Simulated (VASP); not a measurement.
# BaTiO3 (P4mm) in VASP: notebook, part 2 of 2

VASP 6.6.1. The steps go on from the part before.

## (3) Single point, BLYP+D4

This run uses another cell than the first one, of 12.60 Å³/atom, 1.021 times its volume.

Contents of INCAR:

```
PREC = Accurate
ENCUT = 520
EDIFF = 1E-6
ISMEAR = -1
SIGMA = 0.05
LREAL = False
LASPH = True
NELM = 100
ALGO = Normal
ISIF = 2
LWAVE = False
LCHARG = True
GGA = B5
ALDAX = 1.0
AGGAX = 1.0
AGGAC = 1.0
ALDAC = 0.0
IVDW = 13
VDW_S6 = 1.0
VDW_S8 = 2.34076671
VDW_A1 = 0.44488865
VDW_A2 = 4.0933009
LELF = True
LVHAR = True
NBANDS = 28
```

Contents of KPOINTS:

```
Automatic mesh
0
Gamma
  7 7 7
```

Contents of POSCAR:

```
BaTiO3
1.0
    3.9729548958      0.0000000000      0.0000000000
    0.0000000000      3.9729548958      0.0000000000
    0.0000000000      0.0000000000      3.9910327445
Ba Ti O
1 1 3
Direct
    0.0000000000      0.0000000000      0.0000000000
    0.5000000000      0.5000000000      0.4900000000
    0.0000000000      0.5000000000      0.5170000000
    0.5000000000      0.0000000000      0.5170000000
    0.5000000000      0.5000000000      0.0190000000
```

Potentials or basis: VASP PAW PBE potentials, release 64 (Ba_sv, Ti_sv, O).

The run is started by

```sh
$ cat potpaw_PBE.64/Ba_sv/POTCAR potpaw_PBE.64/Ti_sv/POTCAR potpaw_PBE.64/O/POTCAR > POTCAR
$ mpirun -np 1 vasp_std > vasp.out
```

OUTCAR:

```text
PREC = Accurate
   ENCUT = 520
   EDIFF = 1E-6
   ISMEAR = -1
   LREAL = False
   LASPH = True
   NELM = 100
   ISIF = 2
   GGA = B5
   IVDW = 13

 ion  position               nearest neighbor table
   1  0.000  0.000  0.000-   3 2.77   4 2.77   3 2.77   4 2.77   5 2.81   5 2.81   5 2.81   5 2.81
                             4 2.86   3 2.86   4 2.86   3 2.86   2 3.42   2 3.42   2 3.42   2 3.42
   2  0.500  0.500  0.490-   5 1.88   4 1.99   3 1.99   4 1.99   3 1.99   5 2.11   1 3.42   1 3.42
                             1 3.42   1 3.42   1 3.47   1 3.47   1 3.47   1 3.47
   3  0.000  0.500  0.517-   2 1.99   2 1.99   1 2.77   1 2.77   1 2.86   1 2.86
   4  0.500  0.000  0.517-   2 1.99   2 1.99   1 2.77   1 2.77   1 2.86   1 2.86
   5  0.500  0.500  0.019-   2 1.88   2 2.11   1 2.81   1 2.81   1 2.81   1 2.81

  LATTYP: Found a simple tetragonal cell.
 ALAT       =     3.9729548958
 C/A-ratio  =     1.0045502275

  Lattice vectors:

 A1 = (   3.9729548958,   0.0000000000,   0.0000000000)
 A2 = (   0.0000000000,   3.9729548958,   0.0000000000)
 A3 = (   0.0000000000,   0.0000000000,   3.9910327445)

Analysis of symmetry for initial positions (statically):
[... 183 lines left out ...]
 fundamental gap:      1.9336007962
 Fermi energy:         5.2692920230

 k-point     1 :       0.0000    0.0000    0.0000
  band No.  band energies     occupation
      1     -51.9887      2.00000
      2     -28.3860      2.00000
      3     -28.3549      2.00000
      4     -28.3549      2.00000
      5     -20.4323      2.00000
      6     -12.4955      2.00000
[... 733 lines left out ...]
     27      12.9999      0.00000
     28      13.4671      0.00000

 [... further k-points ...]

------------------------ aborting loop because EDIFF is reached ----------------------------------------

  DFT-D4 for vdW energy calculation

  Edisp (eV):   -2.03673

  FORCE on cell =-STRESS in cart. coord.  units (eV):
  Direction    XX          YY          ZZ          XY          YZ          ZX
  --------------------------------------------------------------------------------------
  -------------------------------------------------------------------------------------
  Total       3.12029     3.12029     3.56228     0.00000     0.00000     0.00000
  in kB      79.35848    79.35848    90.59965     0.00000     0.00000     0.00000
  external pressure =       83.11 kB  Pullay stress =        0.00 kB

 VOLUME and BASIS-vectors are now :
 -----------------------------------------------------------------------------
  energy-cutoff  :      520.00
  volume of cell :       63.00
      direct lattice vectors                 reciprocal lattice vectors
     3.972954896  0.000000000  0.000000000     0.251701826  0.000000000  0.000000000
     0.000000000  3.972954896  0.000000000     0.000000000  0.251701826  0.000000000
     0.000000000  0.000000000  3.991032745     0.000000000  0.000000000  0.250561713

 POSITION                                       TOTAL-FORCE (eV/Angst)
 -----------------------------------------------------------------------------------
      0.00000      0.00000      0.00000        -0.000000     -0.000000      0.087516
      1.98648      1.98648      1.95561         0.000000     -0.000000      0.040732
      0.00000      1.98648      2.06336         0.000000      0.000000     -0.115373
      1.98648      0.00000      2.06336         0.000000     -0.000000     -0.115373
      1.98648      1.98648      0.07583         0.000000      0.000000      0.102498
 -----------------------------------------------------------------------------------
    total drift:                                0.000000      0.000000      0.000564

  FREE ENERGIE OF THE ION-ELECTRON SYSTEM (eV)
  ---------------------------------------------------
  free  energy   TOTEN  =       -40.0002909865 eV

  energy  without entropy=      -40.0002909861  energy(sigma->0) =      -40.00029099
```

Wall time 53 s (1 thread of Intel Xeon 6975P-C (Granite Rapids), shared host); peak memory 0.21 GiB.

What came out:

| Quantity | Value |
| --- | --- |
| Free energy | -40.0003 eV |
| Pressure | 8.3 GPa |
| Largest force | 0.115 eV/Å |
| Band gap on the k mesh | 1.93 eV, indirect (least direct gap 2.11 eV) |
| Dispersion energy per atom | -0.407 eV |

Forces in eV/Å, atoms in the order of the input:
```
Ba   0.000  0.000  0.088
Ti   0.000  0.000  0.041
O    0.000  0.000 -0.115
O    0.000  0.000 -0.115
O    0.000  0.000  0.102
```

Levels at points of the mesh, in eV from the valence-band top:
| k point | band 16 | band 17 | band 18 | band 19 | band 20 | band 21 | band 22 | band 23 | band 24 | band 25 |
| --- | --- | --- | --- | --- | --- | --- | --- | --- | --- | --- |
| (0.00, 0.00, 0.00) | -1.14 | -1.05 | -0.19 | -0.17 | -0.17 | 1.93 | 2.15 | 2.15 | 4.15 | 4.24 |

Caveat: the PAW data sets were made with another functional, which shifts forces and pressure a little; spin-orbit coupling is left out, which moves the levels of the heavy elements. As with any semilocal functional, this BLYP gap is likely too small.

## (4) Single point, PBE

This run uses another cell than the first one, of 12.60 Å³/atom, 1.021 times its volume.

Contents of INCAR:

```
SYSTEM = BaTiO3
PREC = Accurate
ENCUT = 520
EDIFF = 1E-7
ISMEAR = -1
SIGMA = 0.05
LREAL = .FALSE.
LASPH = .TRUE.
NELM = 100
ALGO = Normal
ISIF = 2
LWAVE = .FALSE.
LCHARG = .FALSE.
GGA = PE
NBANDS = 28
```

Contents of KPOINTS:

```
regular mesh
0
G
  7 7 7
  0 0 0
```

POSCAR is that of step 3.

The run is started by

```sh
$ cat potpaw_PBE.64/Ba_sv/POTCAR potpaw_PBE.64/Ti_sv/POTCAR potpaw_PBE.64/O/POTCAR > POTCAR
$ mpirun -np 1 vasp_std > vasp.out
```

Wall time 40 s (1 thread of Intel Xeon 6975P-C (Granite Rapids), shared host); peak memory 0.21 GiB.

The run converged. Its results:

```
Free energy            : -39.9321 eV
Pressure               : 8.0 GPa
Largest force          : 0.146 eV/Å
Band gap on the k mesh : 1.91 eV, indirect (least direct gap 2.09 eV)
```

Forces in eV/Å, atoms in the order of the input:
```
Ba   0.000  0.000  0.096
Ti   0.000  0.000 -0.017
O    0.000  0.000 -0.112
O    0.000  0.000 -0.112
O    0.000  0.000  0.146
```

Stress tensor (GPa, compression positive):
```
7.65 0.00 0.00
0.00 7.65 0.00
0.00 0.00 8.67
```

Levels at points of the mesh, in eV from the valence-band top:
```tsv
k point	band 16	band 17	band 18	band 19	band 20	band 21	band 22	band 23	band 24	band 25
(0.00, 0.00, 0.00)	-1.16	-1.07	-0.19	-0.18	-0.18	1.91	2.13	2.13	4.20	4.30
```

Caveat: spin-orbit coupling is left out, which moves the levels of the heavy elements. A k mesh can miss the band edges.

## (5) Single point, BLYP+D4

This run uses another cell than the first one, of 12.86 Å³/atom, 1.042 times its volume.

Contents of INCAR:

```
  PREC = Accurate
  ENCUT = 520
  EDIFF = 1E-6
  ISMEAR = -1
  SIGMA = 0.05
  LREAL = F
  LASPH = T
  NELM = 100
  ALGO = Normal
  ISIF = 2
  LWAVE = F
  LCHARG = F
  GGA = B5
  ALDAX = 1.0
  AGGAX = 1.0
  AGGAC = 1.0
  ALDAC = 0.0
  IVDW = 13
  VDW_S6 = 1.0
  VDW_S8 = 2.34076671
  VDW_A1 = 0.44488865
  VDW_A2 = 4.0933009
  NBANDS = 28
```

Contents of KPOINTS:

```
Automatic mesh
0
Gamma
  7 7 7
```

Edit POSCAR of step 4 so:

```diff
@@ -2,5 +2,5 @@
 1.0
-    3.9729548958      0.0000000000      0.0000000000
-    0.0000000000      3.9729548958      0.0000000000
-    0.0000000000      0.0000000000      3.9910327445
+    3.9998000000      0.0000000000      0.0000000000
+    0.0000000000      3.9998000000      0.0000000000
+    0.0000000000      0.0000000000      4.0180000000
 Ba Ti O
```

The run is started by

```sh
$ cat potpaw_PBE.64/Ba_sv/POTCAR potpaw_PBE.64/Ti_sv/POTCAR potpaw_PBE.64/O/POTCAR > POTCAR
$ mpirun -np 1 vasp_std > vasp.out
```

Wall time 46 s (1 thread of Intel Xeon 6975P-C (Granite Rapids), shared host); peak memory 0.21 GiB.

Results (log left out):

```
Free energy                : -40.0532 eV
Pressure                   : 4.5 GPa
Largest force              : 0.232 eV/Å
Band gap on the k mesh     : 1.89 eV, indirect (least direct gap 2.08 eV)
Dispersion energy per atom : -0.398 eV
```

Forces in eV/Å, atoms in the order of the input:
```
Ba   0.000  0.000  0.067
Ti   0.000  0.000 -0.058
O    0.000  0.000 -0.120
O    0.000  0.000 -0.120
O    0.000  0.000  0.232
```

Stress tensor (GPa, compression positive):
```
4.16 0.00 0.00
0.00 4.16 0.00
0.00 0.00 5.20
```

Levels at points of the mesh, in eV from the valence-band top:
| k point | band 18 | band 19 | band 20 | band 21 | band 22 | band 23 |
| --- | --- | --- | --- | --- | --- | --- |
| (0.00, 0.00, 0.00) | -0.21 | -0.19 | -0.19 | 1.89 | 2.10 | 2.10 |

Caveat: the PAW data sets were made with another functional, which shifts forces and pressure a little; spin-orbit coupling is left out, which moves the levels of the heavy elements.

## (6) Overview

```csv
level,cell,gap on the mesh (eV),pressure (GPa),largest force (eV/Å)
BLYP+D4,"a = 3.946, b = 3.946, c = 3.964 Å, 5 atoms",1.98,12.5,0.15
BLYP+D4,"a = 3.973, b = 3.973, c = 3.991 Å, 5 atoms",1.93,8.3,0.12
PBE,"a = 3.973, b = 3.973, c = 3.991 Å, 5 atoms",1.91,8.0,0.15
BLYP+D4,"a = 4.000, b = 4.000, c = 4.018 Å, 5 atoms",1.89,4.5,0.23
```

Alike in all rows: task single point; potentials or basis VASP PAW PBE potentials, release 64 (Ba_sv, Ti_sv, O); no spin polarisation; k mesh 7 × 7 × 7; cutoff (eV) 520; smearing fermi-dirac 0.05 eV.

Caveats: spin-orbit coupling is left out, which moves the levels of the heavy elements; the PAW data sets were made with another functional, which shifts forces and pressure a little (some runs).

Total energies depend on the potentials used, so only differences within one code and one set of settings carry meaning.
